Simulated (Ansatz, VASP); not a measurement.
# NbPdSe4 in VASP and in Ansatz

The input INCAR:

```
SYSTEM = NbPdSe4
PREC = Accurate
ENCUT = 520
EDIFF = 1E-7
ISMEAR = 0
SIGMA = 0.1
LREAL = .FALSE.
LASPH = .TRUE.
NELM = 100
ALGO = Normal
ISIF = 2
LWAVE = .FALSE.
LCHARG = .FALSE.
GGA = PE
NBANDS = 32
```

File KPOINTS:

```
Automatic mesh
0
G
  6 6 2
  0 0 0
```

File POSCAR:

```
NbPdSe4
1.0
    3.2538270300      0.0000000000      0.0000000000
    0.0000000000      3.2538270300      0.0000000000
    0.0000000000      0.0000000000     12.2614334100
Nb Pd Se
1 1 4
Direct
    0.0000000000      0.0000000000      0.5000000000
    0.0000000000      0.0000000000      0.0000000000
    0.5000000000      0.5000000000      0.3645260000
    0.5000000000      0.5000000000      0.8643389900
    0.5000000000      0.5000000000      0.1356610100
    0.5000000000      0.5000000000      0.6354740000
```

Input for Ansatz:

```yaml
crystal:
  lattice:
    - [3.25382703, 0.0, 0.0]
    - [0.0, 3.25382703, 0.0]
    - [0.0, 0.0, 12.26143341]
  atoms:
    - { symbol: Nb, position: [0.0, 0.0, 0.5] }
    - { symbol: Pd, position: [0.0, 0.0, 0.0] }
    - { symbol: Se, position: [0.5, 0.5, 0.364526] }
    - { symbol: Se, position: [0.5, 0.5, 0.86433899] }
    - { symbol: Se, position: [0.5, 0.5, 0.13566101] }
    - { symbol: Se, position: [0.5, 0.5, 0.635474] }
basis:
  ecutwfc: 420
kpoints:
  mp_grid: { grid: [6, 6, 2] }
hamiltonian:
  xc: pbe
scf:
  occupations: { method: gaussian, width: 0.1 }
  lower_state_search: "off"
output:
  forces: true
  stress: true
  eigenvalues: true
```

Change from the starting cell: species swapped into the MnFeSi4 type (P4/mmm, No. 123).

Alike in both runs: task single point; functional PBE; k mesh 6 × 6 × 2; occupations gaussian, width 0.1 eV; no spin polarisation.

|  | VASP | Ansatz |
| --- | --- | --- |
| version | VASP 6.6.1 | Ansatz 0.2.0 |
| potentials or method | VASP PAW PBE potentials, release 64 (Nb_sv, Pd, Se), cutoff 520 eV | scalar-relativistic, plane waves, PAW |
| valence electrons in the cell | 47 | 95 |

|  | VASP | Ansatz | Ansatz less VASP |
| --- | --- | --- | --- |
| gap on the k mesh at the Fermi level (eV) | none | none | - |
| pressure (GPa) | -5.1 | -5.1 | +0.03 |
| traceless stress, the component that is largest in VASP (GPa) | -0.16 | -0.16 | +0.006 |
| rms of the force components (eV/Å) | 0.599 | 0.599 | -0.0001 |

Atom by atom the forces differ by 0.000 eV/Å (rms over components). A gap of «none» marks a metal or a gap that the smearing closes. VASP's potentials hold 47 valence electrons a cell and Ansatz's 95, so a difference there can come from the potentials and not from the codes.
